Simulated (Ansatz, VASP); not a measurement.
# Two plane-wave programs on Cu2BO3

```xyz
6
Lattice="2.6105 0.0000 0.0000 -1.3052 2.2608 0.0000 0.0000 0.0000 8.3643" Properties=species:S:1:pos:R:3 pbc="T T T"
Cu    1.3052    0.7536    2.7640
Cu    0.0000    1.5072    5.6003
B     0.0000    0.0000    0.0000
O     1.3052    0.7536    7.4859
O     0.0000    1.5072    0.8784
O     0.0000    0.0000    4.1821
```

Alike in both runs: functional PBE; k mesh 18 × 18 × 6; occupations gaussian, width 0.1 eV; no spin polarisation.

Ansatz relaxed the structure, and its values are those at the end. VASP's run is a single point on that final structure, the one shown.

|  | VASP | Ansatz |
| --- | --- | --- |
| version | VASP 6.6.1 | Ansatz 0.2.0 |
| potentials or method | VASP PAW PBE potentials, release 64 (Cu, B, O), cutoff 520 eV | scalar-relativistic, plane waves, PAW |
| valence electrons in the cell | 43 | 59 |

VASP gave:

| Quantity | Value |
| --- | --- |
| gap on the k mesh at the Fermi level (eV) | none |
| pressure (GPa) | 0.2 |
| rms of the force components (eV/Å) | 0.017 |

**Question.** Estimate Ansatz's values.

**Answer.** gap on the k mesh at the Fermi level (eV): none; pressure (GPa): 0.0; rms of the force components (eV/Å): 0.002.

A gap of «none» marks a metal or a gap that the smearing closes. With one functional, cell and mesh, what is left measures potentials, basis and numerics. VASP's potentials hold 43 valence electrons a cell and Ansatz's 59, so a difference there can come from the potentials and not from the codes.
